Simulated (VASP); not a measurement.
# W: single point with PBE

System: W, a slab with vacuum.

```xyz
6
Lattice="3.1834 0.0000 0.0000 0.0000 3.1834 0.0000 0.0000 0.0000 23.9585" Properties=species:S:1:pos:R:3 pbc="T T T"
W     0.7959    0.7959    8.0000
W     2.3876    2.3876    9.5917
W     0.7959    0.7959   11.1834
W     2.3876    2.3876   12.7751
W     0.7959    0.7959   14.3668
W     2.3876    2.3876   15.9585
```

| Item | Value |
| --- | --- |
| Program | VASP 6.6.1 |
| Task | single point |
| Functional | PBE |
| Potentials or basis | VASP PAW PBE potentials, release 64 (W_sv) |
| Cutoff | 520 eV |
| k mesh | 11 × 11 × 1 |
| Occupations | fermi-dirac, width 0.08 eV |
| Spin | no spin polarisation |
| Dipole correction | yes |
| Further INCAR settings | ALGO = Normal; EDIFF = 1e-06; NBANDS = 51 |

| Item | Value |
| --- | --- |
| Largest force | 1.765 eV/Å |
| Band gap on the k mesh | zero (bands 42 and 43 overlap by 1.95 eV) |

Forces in eV/Å, atoms in the order of the input:
```
W    0.000  0.000  1.765
W    0.000  0.000 -1.682
W    0.000  0.000  0.003
W    0.000  0.000 -0.003
W    0.000  0.000  1.682
W    0.000  0.000 -1.765
```

Levels at points of the mesh, in eV from the Fermi level:
```
           k point  band 38  band 39  band 40  band 41  band 42  band 43  band 44  band 45  band 46  band 47
(0.00, 0.00, 0.00)    -0.84    -0.78    -0.30    -0.30    -0.28    -0.24     0.02     0.32     0.67     0.67
```

Run time: 5.1 min on 1 thread of Intel(R) Xeon(R) Platinum 8488C (Sapphire Rapids), on a shared host, peak memory 0.41 GiB.

Caveat: spin-orbit coupling is left out, which moves the levels of the heavy elements.
